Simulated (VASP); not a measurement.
# N2 in VASP: further runs

N2 is run at these levels: PBE+D3(BJ); tasks: single point, relaxation of the atoms.

Everything below comes from runs of VASP 6.6.1. Logs are shortened: lines on timing, memory, paths and dates and some standing lists are left out, and cuts for length are marked.

## (1) The cell of the first run

The cell holds a molecule in a box, 2 atoms: a = 15.000 Å, b = 15.500 Å, c = 16.000 Å, α = 90.00°, β = 90.00°, γ = 90.00°.

## (2) Single point, PBE+D3(BJ)

INCAR reads:

```
SYSTEM = N
ALGO     = Normal         ! electronic algorithm
EDIFF    = 1E-7           ! SCF threshold, eV
ENCUT    = 520            ! plane-wave cutoff, eV
GGA      = PE             ! functional
ISIF     = 2              ! what is computed and relaxed
ISMEAR   = 0              ! smearing method
ISYM     = 0            
IVDW     = 12             ! dispersion correction
LASPH    = .True.         ! aspherical terms in the spheres
LCHARG   = .False.        ! write CHGCAR
LREAL    = .False.        ! projectors in reciprocal space
LWAVE    = .False.        ! write WAVECAR
NBANDS   = 12             ! bands
NELM     = 60             ! most SCF steps
PREC     = Accurate       ! precision mode
SIGMA    = 0.005          ! smearing width, eV
```

KPOINTS reads:

```
k-points
0
Gamma
  1 1 1
  0 0 0
```

POSCAR reads:

```
N
1.0
   15.0000000000      0.0000000000      0.0000000000
    0.0000000000     15.5000000000      0.0000000000
    0.0000000000      0.0000000000     16.0000000000
N
2
Direct
    0.5018589492      0.4990148449      0.4656156125
    0.4981410508      0.5009851551      0.5343843875
```

Potentials or basis: VASP PAW PBE potentials, release 64 (N).

The run is started by

```bash
$ cat potpaw_PBE.64/N/POTCAR > POTCAR
$ mpirun -np 1 vasp_gam > vasp.out
```

OUTCAR:

```text
SYSTEM = N
   EDIFF = 1E-7
   ENCUT = 520
   GGA = PE
   ISIF = 2
   ISMEAR = 0
   ISYM = 0
   IVDW = 12
   LASPH = .True.
   LREAL = .False.
   NELM = 60
   PREC = Accurate
 IVDW          = 12

 ion  position               nearest neighbor table
   1  0.502  0.499  0.466-   2 1.10
   2  0.498  0.501  0.534-   1 1.10

IMPORTANT INFORMATION: All symmetrisations will be switched off!
NOSYMM: (Re-)initialisation of all symmetry stuff for point group C_1.

----------------------------------------------------------------------------------------

                                     Primitive cell

  volume of cell :    3720.0000

  direct lattice vectors                    reciprocal lattice vectors
    15.000000000  0.000000000  0.000000000     0.066666667  0.000000000  0.000000000
     0.000000000 15.500000000  0.000000000     0.000000000  0.064516129  0.000000000
     0.000000000  0.000000000 16.000000000     0.000000000  0.000000000  0.062500000

  length of vectors
    15.000000000 15.500000000 16.000000000     0.066666667  0.064516129  0.062500000

  position of ions in fractional coordinates (direct lattice)
     0.501858949  0.499014845  0.465615613
     0.498141051  0.500985155  0.534384387

  ion indices of the primitive-cell ions
   primitive index   ion index
                 1           1
                 2           2

----------------------------------------------------------------------------------------

 KPOINTS: k-points

Automatic generation of k-mesh.
 Grid dimensions read from file:
 generate k-points for:    1    1    1

 Generating k-lattice:

  Cartesian coordinates                     Fractional coordinates (reciprocal lattice)
     0.066666667  0.000000000  0.000000000     1.000000000  0.000000000  0.000000000
     0.000000000  0.064516129  0.000000000     0.000000000  1.000000000  0.000000000
     0.000000000  0.000000000  0.062500000     0.000000000  0.000000000  1.000000000

  Length of vectors
     0.066666667  0.064516129  0.062500000

  Shift w.r.t. Gamma in fractional coordinates (k-lattice)
     0.000000000  0.000000000  0.000000000

 Subroutine IBZKPT returns following result:
 ===========================================

 Found      1 irreducible k-points:

 Following reciprocal coordinates:
            Coordinates               Weight
  0.000000  0.000000  0.000000      1.000000
   k-points           NKPTS =      1   k-points in BZ     NKDIM =      1   number of bands    NBANDS=     12
   number of dos      NEDOS =    301   number of ions     NIONS =      2
   total plane-waves  NPLWV = ******
   dimension x,y,z NGX =   112 NGY =  120 NGZ =  120
   dimension x,y,z NGXF=   224 NGYF=  240 NGZF=  240
   ions per type =               2
   NGX,Y,Z   is equivalent  to a cutoff of  12.41, 12.87, 12.47 a.u.
   NGXF,Y,Z  is equivalent  to a cutoff of  24.83, 25.74, 24.94 a.u.
 SYSTEM =  N
   PREC   = accura    normal or accurate (medium, high low for compatibility)
   ISTART =      0    job   : 0-new  1-cont  2-samecut
   ICHARG =      2    charge: 1-file 2-atom 10-const
   ISPIN  =      1    spin polarized calculation?
   LNONCOLLINEAR =      F non collinear calculations
   LSORBIT =      F    spin-orbit coupling
   LASPH  =      T    aspherical Exc in radial PAW
   ENCUT  =  520.0 eV  38.22 Ry    6.18 a.u.  27.89 28.82 29.75*2*pi/ulx,y,z
   NELM   =     60;   NELMIN=  2; NELMDL= -5     # of ELM steps
   EDIFF  = 0.1E-06   stopping-criterion for ELM
   LREAL  =      F    real-space projection
   EDIFFG = 0.1E-05   stopping-criterion for IOM
   NSW    =      0    number of steps for IOM
   IBRION =     -1    ionic relax: 0-MD 1-quasi-New 2-CG
   NFREE  =      0    steps in history (QN), initial steepest desc. (CG)
   ISIF   =      2    stress and relaxation
   ISYM   =      0    0-nonsym 1-usesym 2-fastsym
   POTIM  = 0.5000    time-step for ionic-motion
   TEBEG  =    0.0;   TEEND  =   0.0 temperature during run
   PSTRESS=    0.0 pullay stress
   NELECT =      10.0000    total number of electrons
   NUPDOWN=      -1.0000    fix difference up-down
   EMIN   =  10.00;   EMAX   =-10.00  energy-range for DOS
   EFERMI =   0.00;   METHOD = LEGACY
   ISMEAR =     0;   SIGMA  =   0.01  broadening in eV -4-tet -1-fermi 0-gaus
   EFERMI_NEDOS =   21; number of points for ismear=-14 and -15
   IALGO  =     38    algorithm
   IMIX   =      4    mixing-type and parameters
     AMIX     =   0.40;   BMIX     =  1.00
     AMIX_MAG =   1.60;   BMIX_MAG =  1.00
  volume/ion in A,a.u.               =    1860.00     12551.90
  Fermi-wavevector in a.u.,A,eV,Ry     =   0.227629  0.430156  0.704984  0.051815
  Thomas-Fermi vector in A             =   1.017343
   LORBIT       =      0    0 simple, 1 ext, 2 COOP (PROOUT), +10 PAW based schemes
   GGA     = PE    functional components
   LHFCALC =     F    Hartree Fock is set to
   AEXX    =    0.0000 exact exchange contribution
   IVDW    =    12    specifies the selected vdW correction
   LEPSILON=     F    determine dielectric tensor
   LRPA    =     F    only Hartree local field effects (RPA)
 non-spin polarized calculation
 Gauss-broadening in eV      SIGMA  =   0.01
  energy-cutoff  :      520.00
  volume of cell :     3720.00
 maximum number of plane-waves:     50071
 NGX is ok and might be reduce to   112
   NGX = 55   NGY = 57   NGZ = 59

 number of electron      10.0000000 magnetization

 Free energy of the ion-electron system (eV)
  ---------------------------------------------------
  ext. energy  EPLUGINS =         0.00000000
  ---------------------------------------------------
  free energy    TOTEN  =       -16.64243042 eV

  energy without entropy =      -16.64243042  energy(sigma->0) =      -16.64243042

 E-fermi : -10.1193     XC(G=0):  -0.1735

 val. band max:      -10.1832483473   @ k =   0.0000   0.0000   0.0000
 cond. band min:      -1.9840957469   @ k =   0.0000   0.0000   0.0000
 fundamental gap:      8.1991526004
 Fermi energy:       -10.1192833190

 k-point     1 :       0.0000    0.0000    0.0000
  band No.  band energies     occupation
      1     -28.3377      2.00000
      2     -13.4495      2.00000
      3     -11.6051      2.00000
      4     -11.6051      2.00000
      5     -10.1832      2.00000
      6      -1.9841      0.00000
      7      -1.9841      0.00000
      8      -0.1204      0.00000
      9       0.3835      0.00000
     10       0.4936      0.00000
     11       0.5139      0.00000
     12       0.6149      0.00000

------------------------ aborting loop because EDIFF is reached ----------------------------------------

 Edisp (eV)   -0.01180

 E8    (eV) :    -0.0035

  FORCE on cell =-STRESS in cart. coord.  units (eV):
  Direction    XX          YY          ZZ          XY          YZ          ZX
  --------------------------------------------------------------------------------------
  -------------------------------------------------------------------------------------
  Total      -0.05246    -0.05595     1.82762    -0.00266     0.05229    -0.09554
  in kB      -0.02260    -0.02410     0.78714    -0.00114     0.02252    -0.04115
  external pressure =        0.25 kB  Pullay stress =        0.00 kB

 VOLUME and BASIS-vectors are now :
 -----------------------------------------------------------------------------
  energy-cutoff  :      520.00
  volume of cell :     3720.00
      direct lattice vectors                 reciprocal lattice vectors
    15.000000000  0.000000000  0.000000000     0.066666667  0.000000000  0.000000000
     0.000000000 15.500000000  0.000000000     0.000000000  0.064516129  0.000000000
     0.000000000  0.000000000 16.000000000     0.000000000  0.000000000  0.062500000

 POSITION                                       TOTAL-FORCE (eV/Angst)
 -----------------------------------------------------------------------------------
      7.52788      7.73473      7.44985         0.088131     -0.048282     -1.738918
      7.47212      7.76527      8.55015        -0.088131      0.048282      1.738918
 -----------------------------------------------------------------------------------
    total drift:                                0.000001     -0.000000      0.000000

  FREE ENERGIE OF THE ION-ELECTRON SYSTEM (eV)
  ---------------------------------------------------
  free  energy   TOTEN  =       -16.6542338548 eV

  energy  without entropy=      -16.6542338548  energy(sigma->0) =      -16.65423385
```

It took 2.6 min on 1 thread of Intel Xeon 6975P-C (Granite Rapids), shared host; peak memory 2 GiB.

Results:

```yaml
Free_energy: -16.6542 eV
Largest_force: 1.742 eV/Å
Gap_between_the_frontier_levels: 8.20 eV
Dispersion_energy_per_atom: -0.006 eV
```

Forces in eV/Å, atoms in the order of the input:
```
N    0.088 -0.048 -1.739
N   -0.088  0.048  1.739
```

Levels at points of the mesh, in eV from the valence-band top:
```csv
k point,band 3,band 4,band 5,band 6,band 7,band 8
"(0.00, 0.00, 0.00)",-1.42,-1.42,0.00,8.20,8.20,10.06
```

Caveat: the standard files for N, O and F lose accuracy on very short bonds.

## (3) Relaxation of the atoms, PBE+D3(BJ)

INCAR reads:

```
  PREC = Accurate
  ENCUT = 520
  EDIFF = 1E-7
  ISMEAR = 0
  SIGMA = 0.005
  LREAL = F
  LASPH = T
  NELM = 80
  ALGO = Normal
  ISIF = 2
  LWAVE = F
  LCHARG = F
  GGA = PE
  IVDW = 12
  IBRION = 2
  NSW = 100
  EDIFFG = -0.01
  ISYM = 0
```

KPOINTS reads:

```
regular mesh
0
Gamma
  1 1 1
```

POSCAR reads:

```
N
1.0
   15.0000000000      0.0000000000      0.0000000000
    0.0000000000     15.5000000000      0.0000000000
    0.0000000000      0.0000000000     16.0000000000
N
2
Direct
    0.5017982093      0.4990469909      0.4667333543
    0.4982017907      0.5009530091      0.5332666457
```

Potentials or basis: VASP PAW PBE potentials, release 64 (N).

The run is started by

```bash
$ cat potpaw_PBE.64/N/POTCAR > POTCAR
$ mpirun -np 1 vasp_gam > vasp.out
```

OUTCAR:

```text
PREC = Accurate
   ENCUT = 520
   EDIFF = 1E-7
   ISMEAR = 0
   LREAL = F
   LASPH = T
   NELM = 80
   ISIF = 2
   GGA = PE
   IVDW = 12
   IBRION = 2
   NSW = 100
   EDIFFG = -0.01
   ISYM = 0
 IVDW          = 12

 ion  position               nearest neighbor table
   1  0.502  0.499  0.467-   2 1.07
   2  0.498  0.501  0.533-   1 1.07

IMPORTANT INFORMATION: All symmetrisations will be switched off!
NOSYMM: (Re-)initialisation of all symmetry stuff for point group C_1.

----------------------------------------------------------------------------------------

                                     Primitive cell

  volume of cell :    3720.0000

  direct lattice vectors                    reciprocal lattice vectors
    15.000000000  0.000000000  0.000000000     0.066666667  0.000000000  0.000000000
[... 204 lines left out ...]
  band No.  band energies     occupation
      1     -23.7333      2.00000
      2     -15.6229      2.00000
      3      -9.9012      2.00000
      4      -9.5465      2.00000
      5      -9.5465      2.00000
      6      -4.8500      0.00000
      7      -4.8500      0.00000
      8      -0.1770      0.00000
      9       0.3621      0.00000
[... 157 lines left out ...]
--------------------------------------- Ionic step        7  -------------------------------------------

 number of electron      10.0000002 magnetization

 Free energy of the ion-electron system (eV)
  ---------------------------------------------------
  ext. energy  EPLUGINS =         0.00000000
  ---------------------------------------------------
  free energy    TOTEN  =       -16.65191744 eV

  energy without entropy =      -16.65191744  energy(sigma->0) =      -16.65191744

 E-fermi : -10.0976     XC(G=0):  -0.1762

 val. band max:      -10.1773235987   @ k =   0.0000   0.0000   0.0000
 cond. band min:      -2.1115120218   @ k =   0.0000   0.0000   0.0000
 fundamental gap:      8.0658115769
 Fermi energy:       -10.0976300010

 k-point     1 :       0.0000    0.0000    0.0000
  band No.  band energies     occupation
      1     -28.1645      2.00000
      2     -13.5291      2.00000
      3     -11.5151      2.00000
      4     -11.5151      2.00000
      5     -10.1773      2.00000
      6      -2.1115      0.00000
      7      -2.1115      0.00000
      8      -0.1226      0.00000
      9       0.3809      0.00000
[... 31 lines left out ...]
  FREE ENERGIE OF THE ION-ELECTRON SYSTEM (eV)
  ---------------------------------------------------
  free  energy   TOTEN  =       -16.6637202661 eV

  energy  without entropy=      -16.6637202661  energy(sigma->0) =      -16.66372027

 reached required accuracy - stopping structural energy minimisation
```

CONTCAR:

```text
N
   1.00000000000000
    15.0000000000000000    0.0000000000000000    0.0000000000000000
     0.0000000000000000   15.5000000000000000    0.0000000000000000
     0.0000000000000000    0.0000000000000000   16.0000000000000000
  N
     2
Direct
     0.5018771936191788    0.4990051459361871    0.4652723271450663
     0.4981228063808212    0.5009948540638128    0.5347276728549338

  0.00000000E+00  0.00000000E+00  0.00000000E+00
  0.00000000E+00  0.00000000E+00  0.00000000E+00
```

It took 13 min on 1 thread of Intel Xeon 6975P-C (Granite Rapids), shared host; peak memory 2.1 GiB.

Results:

| Quantity | Value |
| --- | --- |
| Free energy | -16.6637 eV |
| Energy gained by relaxing | 93.7 meV/atom |
| Ionic steps | 7 |
| Largest force after relaxing | 0.007 eV/Å |
| Gap between the frontier levels | 8.07 eV |
| Dispersion energy per atom | -0.006 eV |

Forces in eV/Å, atoms in the order of the input:
```
N    0.000  0.000 -0.007
N    0.000  0.000  0.007
```

The path:
```csv
step,energy change (eV),largest force (eV/Å),pressure (GPa)
1,0.0000,8.4858,0.13
2,9.3466,10.1192,-0.27
3,3.5634,15.2422,-0.32
4,0.2682,9.3831,-0.16
5,-0.1676,2.3451,-0.04
6,-0.1868,0.4207,-0.01
7,-0.1874,0.0068,0.00
```

Final structure:
```
CELL_PARAMETERS angstrom
15.00000 0.00000 0.00000
0.00000 15.50000 0.00000
0.00000 0.00000 16.00000
ATOMIC_POSITIONS crystal
N 0.50188 0.49901 0.46527
N 0.49812 0.50099 0.53473
```

Caveat: the standard files for N, O and F lose accuracy on very short bonds.
